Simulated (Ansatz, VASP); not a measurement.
# Co in VASP and in Ansatz

```
Co
1.0
     0.00000    1.82201    1.82201
     1.82201    0.00000    1.82201
     1.82201    1.82201    0.00000
Co
1
Direct
  0.00000 0.00000 0.00000
```

Alike in both runs: task single point; functional BLYP; k mesh 17 × 17 × 17; occupations fermi-dirac, width 0.1 eV; no spin polarisation.

|  | VASP | Ansatz |
| --- | --- | --- |
| version | VASP 6.6.1 | Ansatz 0.2.0 |
| potentials or method | VASP PAW PBE potentials, release 64 (Co), cutoff 520 eV | plane waves (420 eV) with PAW, scalar-relativistic |
| valence electrons in the cell | 9 | 17 |

|  | VASP | Ansatz | Ansatz less VASP |
| --- | --- | --- | --- |
| pressure (GPa) | -18.6 | -18.9 | -0.23 |

VASP's potentials were made for PBE, not for BLYP. VASP's potentials hold 9 valence electrons a cell and Ansatz's 17, so a difference there can come from the potentials and not from the codes.
